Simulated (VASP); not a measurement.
Set up this calculation in VASP 6.6.1, as the native input.

```
Task                   : single point
Functional             : r2SCAN
Potentials or basis    : VASP PAW PBE potentials, release 64 (Cu)
Cutoff                 : 520 eV
k mesh                 : 6 × 6 × 4
Occupations            : fermi-dirac, width 0.1 eV
Spin                   : no spin polarisation
Dipole correction      : no
Further INCAR settings : ALGO = Normal; EDIFF = 1e-06; NBANDS = 18
```

The system is Cu.

```
CELL_PARAMETERS angstrom
2.53410 0.00000 0.00000
-1.26705 2.19459 0.00000
0.00000 0.00000 4.11257
ATOMIC_POSITIONS crystal
Cu 0.33333 0.66667 0.25000
Cu 0.66667 0.33333 0.75000
```

These files were run (other wordings do the same):

POSCAR

```
Cu
1.0
    2.5340966700      0.0000000000      0.0000000000
   -1.2670483300      2.1945920900      0.0000000000
    0.0000000000      0.0000000000      4.1125710000
Cu
2
Direct
    0.3333333333      0.6666666667      0.2500000000
    0.6666666667      0.3333333333      0.7500000000
```

INCAR.step1

```
PREC = Accurate ; ENCUT = 520
ISMEAR = -1 ; SIGMA = 0.1
LREAL = False ; LASPH = True
NELM = 60 ; NBANDS = 18
GGA = PE ; ALGO = Normal
EDIFF = 1E-4 ; LWAVE = True
LCHARG = False
```

INCAR.step2

```
PREC = Accurate ; ENCUT = 520
EDIFF = 1E-6 ; ISMEAR = -1
SIGMA = 0.1 ; LREAL = False
LASPH = True ; NELM = 60
ALGO = Normal ; ISIF = 2
LWAVE = False ; LCHARG = False
METAGGA = R2SCAN ; LMIXTAU = True
NBANDS = 18 ; ISTART = 1
```

KPOINTS

```
regular mesh
0
Gamma
  6 6 4
```

Potentials or basis: VASP PAW PBE potentials, release 64 (Cu).

Command:

```bash
$ cat potpaw_PBE.64/Cu/POTCAR > POTCAR
$ cp INCAR.step1 INCAR
$ mpirun -np 1 vasp_std > vasp.out
$ cp INCAR.step2 INCAR
$ mpirun -np 1 vasp_std > vasp.out
```

Results of the run:

The pressure is 1.5 GPa and the band gap on the k mesh is zero (band 11 reaches 12.06 eV, above the bottom of band 12 at 5.69 eV).

Caveat: the k points lie up to 0.48 Å⁻¹ apart; the PAW data sets were made with another functional, which shifts forces and pressure a little.

Run time: 20 s on 1 thread of Intel(R) Xeon(R) 6975P-C (Granite Rapids), with other jobs on the host, peak memory 0.13 GiB.
